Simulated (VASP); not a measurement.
Input of a VASP 6.6.1 run:

File INCAR:

```
SYSTEM = As
PREC     = Accurate       ! precision mode
ENCUT    = 520            ! plane-wave cutoff, eV
EDIFF    = 1E-7           ! SCF threshold, eV
ISMEAR   = -1             ! smearing method
SIGMA    = 0.1            ! smearing width, eV
LREAL    = .FALSE.        ! projectors in reciprocal space
LASPH    = .TRUE.         ! aspherical terms in the spheres
NELM     = 60             ! most SCF steps
ALGO     = Normal         ! electronic algorithm
ISIF     = 2              ! what is computed and relaxed
LWAVE    = .FALSE.        ! write WAVECAR
LCHARG   = .TRUE.         ! write CHGCAR
GGA      = CA             ! functional
LELF     = .TRUE.         ! ELF
LVHAR    = .TRUE.       
NBANDS   = 12             ! bands
```

The input KPOINTS:

```
Automatic mesh
0
G
  14 14 8
  0 0 0
```

Contents of POSCAR:

```
As
1.0
    2.9314423527      0.0000000000      0.0000000000
   -1.4657211763      2.5387035472      0.0000000000
    0.0000000000      0.0000000000      4.4710814147
As
2
Direct
    0.3333333333      0.6666666667      0.2500000000
    0.6666666667      0.3333333333      0.7500000000
```

Potentials or basis: VASP PAW LDA potentials, release 64 (As).

Command:

```sh
$ cat potpaw_LDA.64/As/POTCAR > POTCAR
$ mpirun -np 1 vasp_std > vasp.out
```

What does it give for the band gap on the k mesh?

Zero (bands 5 and 6 overlap by 8.96 eV).

Predict the pressure.

9.9 GPa.

Stress tensor (GPa, compression positive):
```
10.15  0.00  0.00
 0.00 10.15  0.00
 0.00  0.00  9.47
```

Caveat: the cell stands under pressure.
